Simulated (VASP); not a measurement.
# Mn (P6_3/mmc) in VASP: further runs, part 3 of 3

VASP 6.6.1. Earlier steps stand in the parts before.

## Step 6: Single point, PBEsol, collinear spin, ferromagnetic start

This run uses another cell than the first one, of 13.93 Å³/atom, 1.126 times its volume.

Input file INCAR:

```
PREC = Accurate
ENCUT = 520
EDIFF = 1E-6
ISMEAR = 0
SIGMA = 0.1
LREAL = F
LASPH = T
NELM = 150
ALGO = Normal
ISIF = 2
LWAVE = F
LCHARG = F
ISPIN = 2
MAGMOM = 4 4 4 4
LORBIT = 11
LMAXMIX = 4
GGA = PS
NBANDS = 38
```

Input file KPOINTS:

```
Automatic mesh
0
Gamma
  9 9 2
```

Input file POSCAR:

```
Mn
1.0
    2.7123478499      0.0000000000      0.0000000000
   -1.3561739249      2.3489621419      0.0000000000
    0.0000000000      0.0000000000      8.7478571597
Mn
4
Direct
    0.0000000000      0.0000000000      0.0000000000
    0.0000000000      0.0000000000      0.5000000000
    0.3333333333      0.6666666667      0.7500000000
    0.6666666667      0.3333333333      0.2500000000
```

Potentials or basis: VASP PAW PBE potentials, release 64 (Mn_pv).

Command:

```
cat potpaw_PBE.64/Mn_pv/POTCAR > POTCAR
mpirun -np 1 vasp_std > vasp.out
```

OUTCAR:

```text
PREC = Accurate
   ENCUT = 520
   EDIFF = 1E-6
   ISMEAR = 0
   LREAL = F
   LASPH = T
   NELM = 150
   ISIF = 2
   ISPIN = 2
   LORBIT = 11
   GGA = PS

 ion  position               nearest neighbor table
   1  0.000  0.000  0.000-   3 2.69   4 2.69   3 2.69   4 2.69   4 2.69   3 2.69
   2  0.000  0.000  0.500-   3 2.69   4 2.69   3 2.69   4 2.69   4 2.69   3 2.69
   3  0.333  0.667  0.750-   1 2.69   2 2.69   1 2.69   2 2.69   1 2.69   2 2.69
   4  0.667  0.333  0.250-   1 2.69   2 2.69   1 2.69   2 2.69   1 2.69   2 2.69

  LATTYP: Found a hexagonal cell.
 ALAT       =     2.7123478499
 C/A-ratio  =     3.2251973728

  Lattice vectors:

 A1 = (   2.7123478499,   0.0000000000,   0.0000000000)
 A2 = (  -1.3561739249,   2.3489621419,   0.0000000000)
 A3 = (   0.0000000000,   0.0000000000,   8.7478571597)

Analysis of symmetry for initial positions (statically):
=====================================================================
 Subroutine PRICEL returns:
 Original cell was already a primitive cell.

 Routine SETGRP: Setting up the symmetry group for a
 hexagonal supercell.

 Subroutine GETGRP returns: Found 24 space group operations
 (whereof 12 operations were pure point group operations)
 out of a pool of 24 trial point group operations.

The static configuration has the point symmetry D_3d.
 The point group associated with its full space group is D_6h.

Analysis of symmetry for dynamics (positions and initial velocities):
=====================================================================
 Subroutine PRICEL returns:
 Original cell was already a primitive cell.

 Routine SETGRP: Setting up the symmetry group for a
 hexagonal supercell.

 Subroutine GETGRP returns: Found 24 space group operations
 (whereof 12 operations were pure point group operations)
 out of a pool of 24 trial point group operations.

The dynamic configuration has the point symmetry D_3d.
[... 165 lines left out ...]

  energy without entropy =      -36.00200446  energy(sigma->0) =      -36.02807650

 E-fermi :   7.3457     XC(G=0): -12.6173

 val. band max:        7.3377084061   @ k =   0.0000   0.0000   0.0000
 cond. band min:       7.3499428435   @ k =   0.4444  -0.0000   0.0000
 fundamental gap:      0.0122344374
 Fermi energy:         7.3457425120

 spin component 1

 k-point     1 :       0.0000    0.0000    0.0000
  band No.  band energies     occupation
      1     -41.6253      1.00000
      2     -41.5320      1.00000
      3     -41.3983      1.00000
      4     -41.3983      1.00000
      5     -41.3951      1.00000
      6     -41.3951      1.00000
[... 973 lines left out ...]
     37      12.8537      0.00000
     38      12.8537      0.00000
 Fermi energy:         7.3457425120

 spin component 2

 k-point     1 :       0.0000    0.0000    0.0000
  band No.  band energies     occupation
      1     -39.1337      1.00000
      2     -38.9834      1.00000
      3     -38.9304      1.00000
      4     -38.8724      1.00000
      5     -38.8724      1.00000
      6     -38.8680      1.00000
[... 973 lines left out ...]
     37      14.1439      0.00000
     38      14.1439      0.00000

------------------------ aborting loop because EDIFF is reached ----------------------------------------

  FORCE on cell =-STRESS in cart. coord.  units (eV):
  Direction    XX          YY          ZZ          XY          YZ          ZX
  --------------------------------------------------------------------------------------
  -------------------------------------------------------------------------------------
  Total       -8.7397250     -8.7397250     -7.5703180     -0.0000000      0.0000000     -0.0000000
  in kB     -251.2379624   -251.2379624   -217.6214089     -0.0000000      0.0000000     -0.0000000
  external PRESSURE =    -240.0324446 kB  Pullay stress =       0.0000000 kB

 VOLUME and BASIS-vectors are now :
 -----------------------------------------------------------------------------
  energy-cutoff  :      520.00
  volume of cell :       55.73
      direct lattice vectors                 reciprocal lattice vectors
     2.712347850  0.000000000  0.000000000     0.368684275  0.212859965  0.000000000
    -1.356173925  2.348962142  0.000000000     0.000000000  0.425719931  0.000000000
     0.000000000  0.000000000  8.747857160     0.000000000  0.000000000  0.114313709

 POSITION                                       TOTAL-FORCE (eV/Angst)
 -----------------------------------------------------------------------------------
      0.00000      0.00000      0.00000         0.000000      0.000000     -0.000000
      0.00000      0.00000      4.37393         0.000000      0.000000     -0.000000
     -0.00000      1.56597      6.56089        -0.000000      0.000000     -0.000000
      1.35617      0.78299      2.18696        -0.000000     -0.000000      0.000000
 -----------------------------------------------------------------------------------
    total drift:                                0.000000     -0.000000      0.000000

  FREE ENERGIE OF THE ION-ELECTRON SYSTEM (eV)
  ---------------------------------------------------
  free  energy   TOTEN  =       -36.0541485463 eV

  energy  without entropy=      -36.0020044625  energy(sigma->0) =      -36.02807650

 total charge

# of ion       s       p       d       tot
------------------------------------------
    1        0.346   6.261   4.986  11.593
    2        0.346   6.261   4.986  11.593
    3        0.346   6.265   4.985  11.596
    4        0.346   6.265   4.985  11.596
--------------------------------------------------
tot          1.384  25.051  19.942  46.377

 magnetization (x)

# of ion       s       p       d       tot
------------------------------------------
    1       -0.009  -0.001   2.208   2.197
    2       -0.009  -0.001   2.208   2.197
    3       -0.005   0.005   2.468   2.468
    4       -0.005   0.005   2.468   2.468
--------------------------------------------------
tot         -0.028   0.007   9.351   9.330
```

OSZICAR:

```text
N       E                     dE             d eps       ncg     rms          rms(c)
DAV:   1     0.641279595122E+03    0.64128E+03   -0.30291E+04  3768   0.184E+03
DAV:   2    -0.772587675651E+00   -0.64205E+03   -0.61606E+03  3666   0.528E+02
[... 38 lines left out ...]
DAV:  41    -0.360543400163E+02   -0.37939E-03   -0.28231E-03  3884   0.360E-01    0.980E-02
DAV:  42    -0.360543453087E+02   -0.52925E-05   -0.13875E-04  3714   0.105E-01    0.960E-02
DAV:  43    -0.360543091981E+02    0.36111E-04   -0.18776E-05  3290   0.322E-02    0.936E-02
DAV:  44    -0.360542296483E+02    0.79550E-04   -0.10198E-04  3940   0.732E-02    0.876E-02
DAV:  45    -0.360541929457E+02    0.36703E-04   -0.27756E-05  3784   0.327E-02    0.869E-02
DAV:  46    -0.360541493266E+02    0.43619E-04   -0.32087E-05  3474   0.392E-02    0.869E-02
DAV:  47    -0.360541485463E+02    0.78032E-06   -0.19870E-06  2856   0.118E-02
   1 F= -.36054149E+02 E0= -.36028077E+02  d E =-.521441E-01  mag=     9.5580
```

Run time: 3.3 min. Hardware: 1 thread of Intel Xeon Platinum 8488C (Sapphire Rapids), shared host; peak memory 0.22 GiB.

Results:

```yaml
Free_energy: -36.0541 eV
Pressure: -24.0 GPa
Net_moment: 9.57 μB per cell
Site_moments: Mn +2.20, +2.47 μB
Valence_electrons_inside_the_program's_atomic_spheres: Mn 11.59, 11.60
```

Levels at points of the mesh, in eV from the Fermi level:
Spin up:
```csv
k point,band 27,band 28,band 29,band 30,band 31,band 32,band 33,band 34,band 35,band 36
"(0.00, 0.00, 0.00)",-1.39,-0.97,-0.97,-0.70,-0.70,-0.30,-0.30,-0.01,0.09,0.09
"(0.00, 0.00, 0.50)",-1.30,-1.30,-0.81,-0.81,-0.81,-0.81,-0.09,-0.09,-0.09,-0.09
```
Spin down:
| k point | band 18 | band 19 | band 20 | band 21 | band 22 | band 23 | band 24 | band 25 |
| --- | --- | --- | --- | --- | --- | --- | --- | --- |
| (0.00, 0.00, 0.00) | -0.28 | 0.23 | 0.23 | 0.34 | 0.36 | 0.36 | 0.43 | 0.55 |
| (0.00, 0.00, 0.50) | -0.23 | 0.12 | 0.12 | 0.35 | 0.35 | 0.35 | 0.35 | 0.51 |

Caveat: the PAW data sets were made with another functional, which shifts forces and pressure a little.

## Step 7: The runs side by side

| task | spin | cell | k mesh | cutoff (eV) | gap on the mesh (eV) | pressure (GPa) | moment (μB) |
| --- | --- | --- | --- | --- | --- | --- | --- |
| single point | off | a = 3.667, b = 3.667, c = 4.251 Å, angles 90.0, 90.0, 120.0°, 4 atoms | 6 × 6 × 4 | 520 | none | 1.1 | - |
| relaxation of cell and atoms | off | relaxed from a = 3.642, b = 3.642, c = 4.342 Å, angles 90.0, 90.0, 120.0°, 4 atoms | 6 × 6 × 4 | 600 | none | -0.5 | - |
| single point | collinear, ferrimagnetic start | a = 2.457, b = 2.457, c = 7.903 Å, angles 90.0, 90.0, 120.0°, 4 atoms | 9 × 9 × 2 | 520 | none | 0.1 | 0.04 |
| single point | collinear, ferromagnetic start | a = 2.712, b = 2.712, c = 8.748 Å, angles 90.0, 90.0, 120.0°, 4 atoms | 9 × 9 × 2 | 520 | none | -24.0 | 9.57 |

Alike in all rows: level PBEsol; potentials or basis VASP PAW PBE potentials, release 64 (Mn_pv); smearing gaussian 0.1 eV.

Caveats: some runs use coarse meshes; the PAW data sets were made with another functional, which shifts forces and pressure a little.

Absolute energies hang on the potentials; compare differences alone.
